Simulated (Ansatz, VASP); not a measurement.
## One calculation of B, two programs

```
B
1.0
     1.67717    0.00000    0.00000
    -0.83858    1.45247    0.00000
     0.00000    0.00000   10.36445
B
2
Direct
  0.33333 0.66667 0.25000
  0.66667 0.33333 0.75000
```

Alike in both runs: task single point; functional RPBE; k mesh 23 × 23 × 4; occupations fermi-dirac, width 0.1 eV; no spin polarisation.

|  | VASP | Ansatz |
| --- | --- | --- |
| version | VASP 6.6.1 | Ansatz 0.2.0 |
| potentials or method | VASP PAW PBE potentials, release 64 (B), cutoff 520 eV | plane waves (420 eV) with PAW, scalar-relativistic |
| valence electrons in the cell | 6 | 6 |

|  | VASP | Ansatz | Ansatz less VASP |
| --- | --- | --- | --- |
| pressure (GPa) | 10.4 | 10.5 | +0.11 |
| traceless stress, the component that is largest in VASP (GPa) | -10.46 | -10.47 | -0.014 |

VASP's potentials were made for PBE, not for RPBE. The functional is the same, so the differences come from potentials, cutoffs and numerics.
